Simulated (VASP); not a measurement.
Wanted: the native input for a VASP 6.6.1 run.

- Task: single point
- Functional: PBE
- Dispersion: D3(BJ)
- Potentials or basis: VASP PAW PBE potentials, release 64 (B, N)
- Cutoff: 520 eV
- k mesh: 10 × 10 × 2
- Occupations: gaussian, width 0.05 eV
- Spin: no spin polarisation
- Dipole correction: no
- Further INCAR settings: ALGO = Normal; EDIFF = 1e-06; NBANDS = 26

The structure of BN lies in POSCAR:

```
BN
1.0
   -2.5064381127      0.0000000000      0.0000000000
   -1.2532190563     -2.1706390786      0.0000000000
    0.0000000000      0.0000000000     16.2336949040
B N
4 4
Direct
    0.3333333333      0.3333333333      0.7132992895
    0.3333333333      0.3333333333      0.3056996955
    0.6666666667      0.6666666667      0.1018998985
    0.6666666667      0.6666666667      0.5094994925
    0.3333333333      0.3333333333      0.1018998985
    0.3333333333      0.3333333333      0.5094994925
    0.6666666667      0.6666666667      0.7132992895
    0.6666666667      0.6666666667      0.3056996955
```

One way to write it, as run:

INCAR

```
SYSTEM = BN
PREC     = Accurate       ! precision mode
ENCUT    = 520            ! plane-wave cutoff, eV
EDIFF    = 1E-6           ! SCF threshold, eV
ISMEAR   = 0              ! smearing method
SIGMA    = 0.05           ! smearing width, eV
LREAL    = .FALSE.        ! projectors in reciprocal space
LASPH    = .TRUE.         ! aspherical terms in the spheres
NELM     = 80             ! most SCF steps
ALGO     = Normal         ! electronic algorithm
ISIF     = 2              ! what is computed and relaxed
LWAVE    = .FALSE.        ! write WAVECAR
LCHARG   = .TRUE.         ! write CHGCAR
GGA      = PE             ! functional
IVDW     = 12             ! dispersion correction
LELF     = .TRUE.         ! ELF
LVHAR    = .TRUE.       
NBANDS   = 26             ! bands
```

KPOINTS

```
regular mesh
0
G
  10 10 2
  0 0 0
```

Potentials or basis: VASP PAW PBE potentials, release 64 (B, N).

Command:

```console
$ cat potpaw_PBE.64/B/POTCAR potpaw_PBE.64/N/POTCAR > POTCAR
$ mpirun -np 1 vasp_std > vasp.out
```

It gave:

```
Pressure                   : 0.2 GPa
Largest force              : 0.032 eV/Å
Band gap on the k mesh     : 4.31 eV, indirect (least direct gap 4.71 eV)
Dispersion energy per atom : -0.126 eV
```

Run time: 120 s on 1 thread of Intel(R) Xeon(R) Platinum 8175M CPU @ 2.50GHz (Skylake/Cascade Lake), on a shared host, peak memory 0.23 GiB.
